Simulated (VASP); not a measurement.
# In3As (Pm-3m) in VASP: a series of runs, part 2 of 2

VASP 6.6.1.

### Step 3. Single point, PBEsol (strained)

The input, INCAR:

```
  ALGO = Fast
  EDIFF = 1E-6
  ENCUT = 520
  GGA = PS
  ISIF = 2
  ISMEAR = 0
  LASPH = True
  LCHARG = False
  LREAL = False
  LWAVE = False
  NBANDS = 30
  NELM = 60
  PREC = Accurate
  SIGMA = 0.1
```

The input, KPOINTS:

```
k-points
0
Gamma
  10 10 10
```

The input, POSCAR:

```
In3As
1.0
    4.9035832448      0.0000000000      0.0000000000
    0.0000000000      4.9035832448      0.0000000000
    0.0000000000      0.0000000000      4.9035832448
In As
3 1
Direct
    0.0000000000      0.5000000000      0.5000000000
    0.5000000000      0.0000000000      0.5000000000
    0.5000000000      0.5000000000      0.0000000000
    0.0000000000      0.0000000000      0.0000000000
```

Potentials or basis: VASP PAW PBE potentials, release 64 (In_d, As).

Started as:

```
$ cat potpaw_PBE.64/In_d/POTCAR potpaw_PBE.64/As/POTCAR > POTCAR
$ mpirun -np 1 vasp_std > vasp.out
```

OUTCAR:

```text
EDIFF = 1E-6
   ENCUT = 520
   GGA = PS
   ISIF = 2
   ISMEAR = 0
   LASPH = True
   LREAL = False
   NELM = 60
   PREC = Accurate

 ion  position               nearest neighbor table
   1  0.000  0.500  0.500-   2 3.47   3 3.47   4 3.47   3 3.47   4 3.47   2 3.47   4 3.47   4 3.47
                             2 3.47   3 3.47   3 3.47   2 3.47
   2  0.500  0.000  0.500-   1 3.47   3 3.47   4 3.47   3 3.47   4 3.47   1 3.47   3 3.47   3 3.47
                             1 3.47   4 3.47   4 3.47   1 3.47
   3  0.500  0.500  0.000-   1 3.47   2 3.47   4 3.47   1 3.47   2 3.47   2 3.47   4 3.47   2 3.47
                             1 3.47   4 3.47   1 3.47   4 3.47
   4  0.000  0.000  0.000-   1 3.47   2 3.47   3 3.47   1 3.47   2 3.47   1 3.47   3 3.47   1 3.47
                             2 3.47   3 3.47   2 3.47   3 3.47

  LATTYP: Found a simple cubic cell.
 ALAT       =     4.9035832448

  Lattice vectors:

 A1 = (   4.9035832448,   0.0000000000,   0.0000000000)
 A2 = (   0.0000000000,   4.9035832448,   0.0000000000)
 A3 = (   0.0000000000,   0.0000000000,   4.9035832448)

Analysis of symmetry for initial positions (statically):
=====================================================================
 Subroutine PRICEL returns:
 Original cell was already a primitive cell.

 Routine SETGRP: Setting up the symmetry group for a
 simple cubic supercell.

 Subroutine GETGRP returns: Found 48 space group operations
 (whereof 48 operations were pure point group operations)
 out of a pool of 48 trial point group operations.

The static configuration has the point symmetry O_h .

Analysis of symmetry for dynamics (positions and initial velocities):
=====================================================================
 Subroutine PRICEL returns:
 Original cell was already a primitive cell.

 Routine SETGRP: Setting up the symmetry group for a
 simple cubic supercell.

 Subroutine GETGRP returns: Found 48 space group operations
 (whereof 48 operations were pure point group operations)
 out of a pool of 48 trial point group operations.

The dynamic configuration has the point symmetry O_h .

 Subroutine INISYM returns: Found 48 space group operations
 (whereof 48 operations are pure point group operations),
 and found     1 'primitive' translations

----------------------------------------------------------------------------------------

                                     Primitive cell

  volume of cell :     117.9073

  direct lattice vectors                    reciprocal lattice vectors
     4.903583245  0.000000000  0.000000000     0.203932502  0.000000000  0.000000000
     0.000000000  4.903583245  0.000000000     0.000000000  0.203932502  0.000000000
     0.000000000  0.000000000  4.903583245     0.000000000  0.000000000  0.203932502

  length of vectors
     4.903583245  4.903583245  4.903583245     0.203932502  0.203932502  0.203932502

  position of ions in fractional coordinates (direct lattice)
     0.000000000  0.500000000  0.500000000
     0.500000000  0.000000000  0.500000000
     0.500000000  0.500000000  0.000000000
     0.000000000  0.000000000  0.000000000

[... 29 lines left out ...]
 ===========================================

 Found     56 irreducible k-points:

 Following reciprocal coordinates:
            Coordinates               Weight
  0.000000  0.000000  0.000000      1.000000
  0.100000  0.000000  0.000000      6.000000
  0.200000  0.000000  0.000000      6.000000
  0.300000  0.000000  0.000000      6.000000
  0.400000  0.000000  0.000000      6.000000
  0.500000  0.000000  0.000000      3.000000
[... 16 lines left out ...]
  0.200000  0.100000  0.100000     24.000000
  0.300000  0.100000  0.100000     24.000000
 [... further k-points ...]
   k-points           NKPTS =     56   k-points in BZ     NKDIM =     56   number of bands    NBANDS=     30
   number of dos      NEDOS =    301   number of ions     NIONS =      4
   total plane-waves  NPLWV =  46656
   dimension x,y,z NGX =    36 NGY =   36 NGZ =   36
   dimension x,y,z NGXF=    72 NGYF=   72 NGZF=   72
   ions per type =               3   1
   NGX,Y,Z   is equivalent  to a cutoff of  12.21, 12.21, 12.21 a.u.
   NGXF,Y,Z  is equivalent  to a cutoff of  24.41, 24.41, 24.41 a.u.
 SYSTEM =  unknown system
   PREC   = accura    normal or accurate (medium, high low for compatibility)
   ISTART =      0    job   : 0-new  1-cont  2-samecut
   ICHARG =      2    charge: 1-file 2-atom 10-const
   ISPIN  =      1    spin polarized calculation?
   LNONCOLLINEAR =      F non collinear calculations
   LSORBIT =      F    spin-orbit coupling
   LASPH  =      T    aspherical Exc in radial PAW
   ENCUT  =  520.0 eV  38.22 Ry    6.18 a.u.   9.12  9.12  9.12*2*pi/ulx,y,z
   NELM   =     60;   NELMIN=  2; NELMDL= -5     # of ELM steps
   EDIFF  = 0.1E-05   stopping-criterion for ELM
   LREAL  =      F    real-space projection
   EDIFFG = 0.1E-04   stopping-criterion for IOM
   NSW    =      0    number of steps for IOM
   IBRION =     -1    ionic relax: 0-MD 1-quasi-New 2-CG
   NFREE  =      0    steps in history (QN), initial steepest desc. (CG)
   ISIF   =      2    stress and relaxation
   ISYM   =      2    0-nonsym 1-usesym 2-fastsym
   POTIM  = 0.5000    time-step for ionic-motion
   TEBEG  =    0.0;   TEEND  =   0.0 temperature during run
   PSTRESS=    0.0 pullay stress
   NELECT =      44.0000    total number of electrons
   NUPDOWN=      -1.0000    fix difference up-down
   EMIN   =  10.00;   EMAX   =-10.00  energy-range for DOS
   EFERMI =   0.00;   METHOD = LEGACY
   ISMEAR =     0;   SIGMA  =   0.10  broadening in eV -4-tet -1-fermi 0-gaus
   EFERMI_NEDOS =   21; number of points for ismear=-14 and -15
   IALGO  =     68    algorithm
   IMIX   =      4    mixing-type and parameters
     AMIX     =   0.40;   BMIX     =  1.00
     AMIX_MAG =   1.60;   BMIX_MAG =  1.00
  volume/ion in A,a.u.               =      29.48       198.92
  Fermi-wavevector in a.u.,A,eV,Ry     =   1.178634  2.227295 18.900904  1.389177
  Thomas-Fermi vector in A             =   2.314959
   LORBIT       =      0    0 simple, 1 ext, 2 COOP (PROOUT), +10 PAW based schemes
   GGA     = PS    functional components
   LHFCALC =     F    Hartree Fock is set to
   AEXX    =    0.0000 exact exchange contribution
   IVDW    =     0    specifies the selected vdW correction
   LEPSILON=     F    determine dielectric tensor
   LRPA    =     F    only Hartree local field effects (RPA)
 non-spin polarized calculation
 RMM-DIIS sequential band-by-band and
 Gauss-broadening in eV      SIGMA  =   0.10
  energy-cutoff  :      520.00
  volume of cell :      117.91
 maximum number of plane-waves:      3202
   NGX = 19   NGY = 19   NGZ = 19

 number of electron      43.9999972 magnetization

 Free energy of the ion-electron system (eV)
  ---------------------------------------------------
  ext. energy  EPLUGINS =         0.00000000
  ---------------------------------------------------
  free energy    TOTEN  =       -13.23263045 eV

  energy without entropy =      -13.22036322  energy(sigma->0) =      -13.22649684

 E-fermi :   4.9058     XC(G=0):  -9.6315

 val. band max:        4.8718039305   @ k =   0.3000   0.2000   0.0000
 cond. band min:       4.9157763331   @ k =   0.4000   0.2000   0.2000
 fundamental gap:      0.0439724026
 Fermi energy:         4.9057573895

 k-point     1 :       0.0000    0.0000    0.0000
  band No.  band energies     occupation
      1      -9.4392      2.00000
      2      -9.4392      2.00000
      3      -9.4392      2.00000
      4      -9.4373      2.00000
      5      -9.3099      2.00000
      6      -9.3099      2.00000
[... 781 lines left out ...]
     29       9.8637      0.00000
     30      11.7664      0.00000

 [... further k-points ...]

------------------------ aborting loop because EDIFF is reached ----------------------------------------

  FORCE on cell =-STRESS in cart. coord.  units (eV):
  Direction    XX          YY          ZZ          XY          YZ          ZX
  --------------------------------------------------------------------------------------
  -------------------------------------------------------------------------------------
  Total       -4.6222279     -4.6222279     -4.6222279      0.0000000      0.0000000      0.0000000
  in kB      -62.8089133    -62.8089133    -62.8089133      0.0000000      0.0000000      0.0000000
  external PRESSURE =     -62.8089133 kB  Pullay stress =       0.0000000 kB

 VOLUME and BASIS-vectors are now :
 -----------------------------------------------------------------------------
  energy-cutoff  :      520.00
  volume of cell :      117.91
      direct lattice vectors                 reciprocal lattice vectors
     4.903583245  0.000000000  0.000000000     0.203932502  0.000000000  0.000000000
     0.000000000  4.903583245  0.000000000     0.000000000  0.203932502  0.000000000
     0.000000000  0.000000000  4.903583245     0.000000000  0.000000000  0.203932502

 POSITION                                       TOTAL-FORCE (eV/Angst)
 -----------------------------------------------------------------------------------
      0.00000      2.45179      2.45179         0.000000      0.000000      0.000000
      2.45179      0.00000      2.45179         0.000000      0.000000      0.000000
      2.45179      2.45179      0.00000         0.000000      0.000000      0.000000
      0.00000      0.00000      0.00000         0.000000      0.000000      0.000000
 -----------------------------------------------------------------------------------
    total drift:                                0.000000      0.000000      0.000000

  FREE ENERGIE OF THE ION-ELECTRON SYSTEM (eV)
  ---------------------------------------------------
  free  energy   TOTEN  =       -13.2326304528 eV

  energy  without entropy=      -13.2203632246  energy(sigma->0) =      -13.22649684
```

stdout:

```text
POSCAR found type information on POSCAR InAs
 POSCAR found :  2 types and       4 ions
 scaLAPACK will be used
 -----------------------------------------------------------------------------
|                                                                             |
|                                                                             |
|     You enforced a specific xc type in the INCAR file but a different       |
|     I HOPE YOU KNOW WHAT YOU ARE DOING!                                     |
|                                                                             |
 -----------------------------------------------------------------------------

 LDA part: xc-table for (Slater+PW92), standard interpolation
 POSCAR, INCAR and KPOINTS ok, starting setup
 FFT: planning ... GRIDC
 FFT: planning ... GRID_SOFT
 FFT: planning ... GRID
 WAVECAR not read
 entering main loop
```

Run time: 96 s. Hardware: 1 thread of Intel Xeon Platinum 8488C (Sapphire Rapids), shared host; peak memory 0.31 GiB.

Results:

```yaml
Free_energy: -13.2326 eV
Pressure: -6.3 GPa
Band_gap_on_the_k_mesh: zero (bands 22 and 23 overlap by 3.04 eV)
```

Caveat: the cell differs from its parent crystal (strained); the cell stands under tension; the PAW data sets were made with another functional, which shifts forces and pressure a little; spin-orbit coupling is left out, which moves the levels of the heavy elements.
